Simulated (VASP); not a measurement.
Here is a VASP 6.6.1 calculation.

File INCAR:

```
SYSTEM = Fe
PREC = Accurate
ENCUT = 520
EDIFF = 1E-6
ISMEAR = -1
SIGMA = 0.05
LREAL = .FALSE.
LASPH = .TRUE.
NELM = 150
ALGO = Normal
ISIF = 2
LWAVE = .FALSE.
LCHARG = .TRUE.
ISPIN = 2
MAGMOM = 2.5 -2.5
LORBIT = 11
LMAXMIX = 4
GGA = RP
LELF = .TRUE.
LVHAR = .TRUE.
NBANDS = 19
```

The input KPOINTS:

```
Automatic mesh
0
G
  11 11 11
  0 0 0
```

Contents of POSCAR:

```
Fe
1.0
    2.8327859320      0.0000000000      0.0000000000
    0.0000000000      2.8327859320      0.0000000000
    0.0000000000      0.0000000000      2.8327859320
Fe
2
Direct
    0.0000000000      0.0000000000      0.0000000000
    0.5000000000      0.5000000000      0.5000000000
```

Potentials or basis: VASP PAW PBE potentials, release 64 (Fe).

Launch:

```bash
$ cat potpaw_PBE.64/Fe/POTCAR > POTCAR
$ mpirun -np 1 vasp_std > vasp.out
```

Task: What does it give for the band gap on the k mesh?

Result: Zero (filled and empty bands overlap).

Task: Predict the site moments.

Result: Fe +1.57, -1.57 μB.

Task: Estimate the net moment.

Result: 0.00 μB per cell.
